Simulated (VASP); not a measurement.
# Li16B (a cell with a defect) in VASP: single point with PBEsol

Aim: the single point of Li16B (a cell with a defect) with PBEsol.

All numbers are computed with VASP 6.6.1; they aren't measurements. Logs are shortened: lines on timing, memory, paths and dates and some standing lists are left out, and cuts for length are marked.

## 1. The cell of the first run

The cell holds a defect, 17 atoms: a = 6.980 Å, b = 6.980 Å, c = 6.980 Å, α = 90.00°, β = 90.00°, γ = 90.00°.

## 2. Single point, PBEsol

INCAR reads:

```
SYSTEM = Li16B
ALGO = Normal
EDIFF = 1E-7
ENCUT = 520
GGA = PS
ISIF = 2
ISMEAR = -1
LASPH = .True.
LCHARG = .False.
LREAL = Auto
LWAVE = .False.
NBANDS = 40
NELM = 60
PREC = Accurate
SIGMA = 0.1
```

KPOINTS reads:

```
k-points
0
Gamma
  2 2 2
  0 0 0
```

POSCAR reads:

```
Li16B
1.0
    6.9800000000      0.0000000000      0.0000000000
    0.0000000000      6.9800000000      0.0000000000
    0.0000000000      0.0000000000      6.9800000000
Li B
16 1
Direct
   -0.0417364924      0.0732123961     -0.0002810978
    0.5419018633      0.0730514154     -0.0002780038
    0.0448415451      0.4907581800     -0.0000289584
   -0.0258042989     -0.0411297254      0.4996955448
    0.2499880331      0.2322844694      0.2787960744
    0.4555621425      0.4904737726     -0.0000338723
    0.5258858876     -0.0410297349      0.4996982895
    0.7500227606      0.2597709307      0.2941868966
    0.0287447220      0.5178005901      0.5000356582
    0.2501369516      0.7910452700      0.2240612098
    0.2499833684      0.2322663197      0.7212699601
    0.4712337077      0.5177876805      0.5000305763
    0.7501240945      0.6770891306      0.2079788959
    0.7500174448      0.2591357251      0.7049047448
    0.2501401062      0.7912640560      0.7757645735
    0.7501269572      0.6767214769      0.7916585962
    0.7502893067      0.3750415472     -0.0006492876
```

Potentials or basis: VASP PAW PBE potentials, release 64 (Li_sv, B).

Run with:

```bash
$ cat potpaw_PBE.64/Li_sv/POTCAR potpaw_PBE.64/B/POTCAR > POTCAR
$ mpirun -np 1 vasp_std > vasp.out
```

OUTCAR:

```text
SYSTEM = Li16B
   EDIFF = 1E-7
   ENCUT = 520
   GGA = PS
   ISIF = 2
   ISMEAR = -1
   LASPH = .True.
   LREAL = Auto
   NELM = 60
   PREC = Accurate

 ion  position               nearest neighbor table
   1  0.958  0.073  1.000-
   2  0.542  0.073  1.000-
   3  0.045  0.491  1.000-  17 2.21
   4  0.974  0.959  0.500-
   5  0.250  0.232  0.279-
   6  0.456  0.490  1.000-  17 2.21
   7  0.526  0.959  0.500-
   8  0.750  0.260  0.294-  17 2.21
   9  0.029  0.518  0.500-
  10  0.250  0.791  0.224-
  11  0.250  0.232  0.721-
  12  0.471  0.518  0.500-
  13  0.750  0.677  0.208-
  14  0.750  0.259  0.705-  17 2.21
  15  0.250  0.791  0.776-
  16  0.750  0.677  0.792-
  17  0.750  0.375  0.999-  14 2.21   3 2.21   6 2.21   8 2.21

  LATTYP: Found a simple cubic cell.
 ALAT       =     6.9800000000

  Lattice vectors:

 A1 = (   6.9800000000,   0.0000000000,   0.0000000000)
 A2 = (   0.0000000000,   6.9800000000,   0.0000000000)
 A3 = (   0.0000000000,   0.0000000000,   6.9800000000)

Analysis of symmetry for initial positions (statically):
=====================================================================
 Subroutine PRICEL returns:
 Original cell was already a primitive cell.

 Routine SETGRP: Setting up the symmetry group for a
 simple cubic supercell.

 Subroutine GETGRP returns: Found  1 space group operations
 (whereof  1 operations were pure point group operations)
 out of a pool of 48 trial point group operations.

The static configuration has the point symmetry C_1 .

Analysis of symmetry for dynamics (positions and initial velocities):
=====================================================================
 Subroutine PRICEL returns:
 Original cell was already a primitive cell.

 Routine SETGRP: Setting up the symmetry group for a
 simple cubic supercell.

 Subroutine GETGRP returns: Found  1 space group operations
 (whereof  1 operations were pure point group operations)
 out of a pool of 48 trial point group operations.

The dynamic configuration has the point symmetry C_1 .

 Subroutine INISYM returns: Found  1 space group operations
 (whereof  1 operations are pure point group operations),
 and found     1 'primitive' translations

----------------------------------------------------------------------------------------

                                     Primitive cell

  volume of cell :     340.0684

  direct lattice vectors                    reciprocal lattice vectors
     6.980000000  0.000000000  0.000000000     0.143266476  0.000000000  0.000000000
     0.000000000  6.980000000  0.000000000     0.000000000  0.143266476  0.000000000
     0.000000000  0.000000000  6.980000000     0.000000000  0.000000000  0.143266476

  length of vectors
     6.980000000  6.980000000  6.980000000     0.143266476  0.143266476  0.143266476

  position of ions in fractional coordinates (direct lattice)
     0.958263508  0.073212396  0.999718902
     0.541901863  0.073051415  0.999721996
     0.044841545  0.490758180  0.999971042
     0.974195701  0.958870275  0.499695545
     0.249988033  0.232284469  0.278796074
     0.455562142  0.490473773  0.999966128
[... 9 lines left out ...]
     0.750126957  0.676721477  0.791658596
     0.750289307  0.375041547  0.999350712

  ion indices of the primitive-cell ions
   primitive index   ion index
                 1           1
                 2           2
                 3           3
                 4           4
                 5           5
                 6           6
[... 9 lines left out ...]
                16          16
                17          17

----------------------------------------------------------------------------------------

 KPOINTS: k-points

Automatic generation of k-mesh.
 Grid dimensions read from file:
 generate k-points for:    2    2    2

 Generating k-lattice:

  Cartesian coordinates                     Fractional coordinates (reciprocal lattice)
     0.071633238  0.000000000  0.000000000     0.500000000  0.000000000  0.000000000
     0.000000000  0.071633238  0.000000000     0.000000000  0.500000000  0.000000000
     0.000000000  0.000000000  0.071633238     0.000000000  0.000000000  0.500000000

  Length of vectors
     0.071633238  0.071633238  0.071633238

  Shift w.r.t. Gamma in fractional coordinates (k-lattice)
     0.000000000  0.000000000  0.000000000

 Subroutine IBZKPT returns following result:
 ===========================================

 Found      8 irreducible k-points:

 Following reciprocal coordinates:
            Coordinates               Weight
  0.000000  0.000000  0.000000      1.000000
  0.500000  0.000000  0.000000      1.000000
  0.000000  0.500000  0.000000      1.000000
  0.000000  0.000000  0.500000      1.000000
  0.500000  0.500000  0.000000      1.000000
  0.000000  0.500000  0.500000      1.000000
  0.500000  0.000000  0.500000      1.000000
  0.500000  0.500000  0.500000      1.000000
   k-points           NKPTS =      8   k-points in BZ     NKDIM =      8   number of bands    NBANDS=     40
   number of dos      NEDOS =    301   number of ions     NIONS =     17
   total plane-waves  NPLWV = 157464
   dimension x,y,z NGX =    54 NGY =   54 NGZ =   54
   dimension x,y,z NGXF=   108 NGYF=  108 NGZF=  108
   ions per type =              16   1
   NGX,Y,Z   is equivalent  to a cutoff of  12.86, 12.86, 12.86 a.u.
   NGXF,Y,Z  is equivalent  to a cutoff of  25.72, 25.72, 25.72 a.u.
 SYSTEM =  Li16B
   PREC   = accura    normal or accurate (medium, high low for compatibility)
   ISTART =      0    job   : 0-new  1-cont  2-samecut
   ICHARG =      2    charge: 1-file 2-atom 10-const
   ISPIN  =      1    spin polarized calculation?
   LNONCOLLINEAR =      F non collinear calculations
   LSORBIT =      F    spin-orbit coupling
   LASPH  =      T    aspherical Exc in radial PAW
   ENCUT  =  520.0 eV  38.22 Ry    6.18 a.u.  12.98 12.98 12.98*2*pi/ulx,y,z
   NELM   =     60;   NELMIN=  2; NELMDL= -5     # of ELM steps
   EDIFF  = 0.1E-06   stopping-criterion for ELM
   LREAL  =      T    real-space projection
   EDIFFG = 0.1E-05   stopping-criterion for IOM
   NSW    =      0    number of steps for IOM
   IBRION =     -1    ionic relax: 0-MD 1-quasi-New 2-CG
   NFREE  =      0    steps in history (QN), initial steepest desc. (CG)
   ISIF   =      2    stress and relaxation
   ISYM   =      2    0-nonsym 1-usesym 2-fastsym
   POTIM  = 0.5000    time-step for ionic-motion
   TEBEG  =    0.0;   TEEND  =   0.0 temperature during run
   PSTRESS=    0.0 pullay stress
   NELECT =      51.0000    total number of electrons
   NUPDOWN=      -1.0000    fix difference up-down
   EMIN   =  10.00;   EMAX   =-10.00  energy-range for DOS
   EFERMI =   0.00;   METHOD = LEGACY
   ISMEAR =    -1;   SIGMA  =   0.10  broadening in eV -4-tet -1-fermi 0-gaus
   EFERMI_NEDOS =   21; number of points for ismear=-14 and -15
   IALGO  =     38    algorithm
   IMIX   =      4    mixing-type and parameters
     AMIX     =   0.40;   BMIX     =  1.00
     AMIX_MAG =   1.60;   BMIX_MAG =  1.00
  volume/ion in A,a.u.               =      20.00       134.99
  Fermi-wavevector in a.u.,A,eV,Ry     =   0.869780  1.643646 10.293044  0.756517
  Thomas-Fermi vector in A             =   1.988651
   LORBIT       =      0    0 simple, 1 ext, 2 COOP (PROOUT), +10 PAW based schemes
   GGA     = PS    functional components
   LHFCALC =     F    Hartree Fock is set to
   AEXX    =    0.0000 exact exchange contribution
   IVDW    =     0    specifies the selected vdW correction
   LEPSILON=     F    determine dielectric tensor
   LRPA    =     F    only Hartree local field effects (RPA)
 non-spin polarized calculation
  energy-cutoff  :      520.00
  volume of cell :      340.07
 maximum number of plane-waves:      9124
 NGX is ok and might be reduce to    54
   NGX = 25   NGY = 25   NGZ = 25

 number of electron      50.9999964 magnetization

 Free energy of the ion-electron system (eV)
  ---------------------------------------------------
  ext. energy  EPLUGINS =         0.00000000
  ---------------------------------------------------
  free energy    TOTEN  =       -36.68543007 eV

  energy without entropy =      -36.42579436  energy(sigma->0) =      -36.55561221

 E-fermi :   0.5133     XC(G=0):  -7.0577

 val. band max:        0.5096178536   @ k =   0.5000   0.0000   0.5000
 cond. band min:       0.5365565202   @ k =   0.5000   0.5000   0.0000
 fundamental gap:      0.0269386667
 Fermi energy:         0.5133449392

 k-point     1 :       0.0000    0.0000    0.0000
  band No.  band energies     occupation
      1     -45.4856      2.00000
      2     -45.4776      2.00000
      3     -45.4775      2.00000
      4     -45.4758      2.00000
      5     -45.4549      2.00000
      6     -45.4483      2.00000
[... 29 lines left out ...]
     36       3.6996      0.00000
     37       3.9166      0.00000

 k-point     2 :       0.5000    0.0000    0.0000
  band No.  band energies     occupation
      1     -45.4855      2.00000
      2     -45.4778      2.00000
      3     -45.4776      2.00000
      4     -45.4757      2.00000
      5     -45.4538      2.00000
      6     -45.4507      2.00000
[... 29 lines left out ...]
     36       3.7234      0.00000
     37       3.7317      0.00000

 k-point     3 :       0.0000    0.5000    0.0000
  band No.  band energies     occupation
      1     -45.4852      2.00000
      2     -45.4777      2.00000
      3     -45.4775      2.00000
      4     -45.4764      2.00000
      5     -45.4548      2.00000
      6     -45.4483      2.00000
[... 29 lines left out ...]
     36       3.7829      0.00000
     37       4.3300      0.00000
[... 121 lines left out ...]
 k-point     7 :       0.5000    0.0000    0.5000
  band No.  band energies     occupation
      1     -45.4853      2.00000
      2     -45.4779      2.00000
      3     -45.4778      2.00000
      4     -45.4756      2.00000
      5     -45.4525      2.00000
      6     -45.4507      2.00000
[... 29 lines left out ...]
     36       4.0826      0.00000
     37       4.1775      0.00000

 k-point     8 :       0.5000    0.5000    0.5000
  band No.  band energies     occupation
      1     -45.4849      2.00000
      2     -45.4778      2.00000
      3     -45.4777      2.00000
      4     -45.4761      2.00000
      5     -45.4524      2.00000
      6     -45.4507      2.00000
[... 29 lines left out ...]
     36       3.1398      0.00000
     37       3.2141      0.00000
 [bands above 37 left out]

------------------------ aborting loop because EDIFF is reached ----------------------------------------

  FORCE on cell =-STRESS in cart. coord.  units (eV):
  Direction    XX          YY          ZZ          XY          YZ          ZX
  --------------------------------------------------------------------------------------
  -------------------------------------------------------------------------------------
  Total       -1.5165999     -2.7767792     -1.5158765      0.0029293      0.0071576     -0.0012760
  in kB       -7.1452157    -13.0823470     -7.1418073      0.0138008      0.0337219     -0.0060116
  external PRESSURE =      -9.1231233 kB  Pullay stress =       0.0000000 kB

 VOLUME and BASIS-vectors are now :
 -----------------------------------------------------------------------------
  energy-cutoff  :      520.00
  volume of cell :      340.07
      direct lattice vectors                 reciprocal lattice vectors
     6.980000000  0.000000000  0.000000000     0.143266476  0.000000000  0.000000000
     0.000000000  6.980000000  0.000000000     0.000000000  0.143266476  0.000000000
     0.000000000  0.000000000  6.980000000     0.000000000  0.000000000  0.143266476

 POSITION                                       TOTAL-FORCE (eV/Angst)
 -----------------------------------------------------------------------------------
      6.68868      0.51102      6.97804        -0.023270      0.018786      0.001860
      3.78248      0.50990      6.97806         0.024575      0.019873      0.001798
      0.31299      3.42549      6.97980        -0.052142      0.001175      0.000841
      6.79989      6.69291      3.48787         0.016863      0.002771     -0.000425
      1.74492      1.62135      1.94600        -0.000338     -0.003633     -0.013772
      3.17982      3.42351      6.97976         0.052089      0.002602      0.000462
[... 9 lines left out ...]
      5.23589      4.72352      5.52578        -0.000453     -0.016791      0.028742
      5.23702      2.61779      6.97547        -0.000304     -0.000972      0.000981
 -----------------------------------------------------------------------------------
    total drift:                                0.001286      0.012234     -0.004480

  FREE ENERGIE OF THE ION-ELECTRON SYSTEM (eV)
  ---------------------------------------------------
  free  energy   TOTEN  =       -36.6854300694 eV

  energy  without entropy=      -36.4257943578  energy(sigma->0) =      -36.55561221
```

Run time: 5.7 min. Hardware: 1 thread of Intel Xeon 8259CL, shared host; peak memory 0.38 GiB.

Results:

| Quantity | Value |
| --- | --- |
| Free energy | -36.6854 eV |
| Largest force | 0.053 eV/Å |
| Band gap on the k mesh | zero (an odd number of electrons rules out a gap without spin polarisation) |

Forces in eV/Å, atoms in the order of the input:
```
Li  -0.023  0.019  0.002
Li   0.025  0.020  0.002
Li  -0.052  0.001  0.001
Li   0.017  0.003  0.000
Li   0.000 -0.004 -0.014
Li   0.052  0.003  0.000
Li  -0.017  0.002 -0.001
Li   0.000 -0.004 -0.053
Li  -0.009  0.003  0.000
Li  -0.001 -0.002  0.015
Li   0.000 -0.003  0.013
Li   0.011  0.004  0.001
Li  -0.001 -0.019 -0.032
Li   0.000 -0.001  0.050
Li   0.000 -0.002 -0.015
Li   0.000 -0.017  0.029
B    0.000 -0.001  0.001
```

Caveat: the k points lie up to 0.45 Å⁻¹ apart, too coarse for converged energies and pressures of a metal; the cutoff is under 1.25 times the usual one of these potentials, so pressure, stress and relaxed cells hold a basis-set (Pulay) error; the PAW data sets were made with another functional, which shifts forces and pressure a little.

The gap in the log of VASP goes by the Fermi energy; the results here count the filled bands.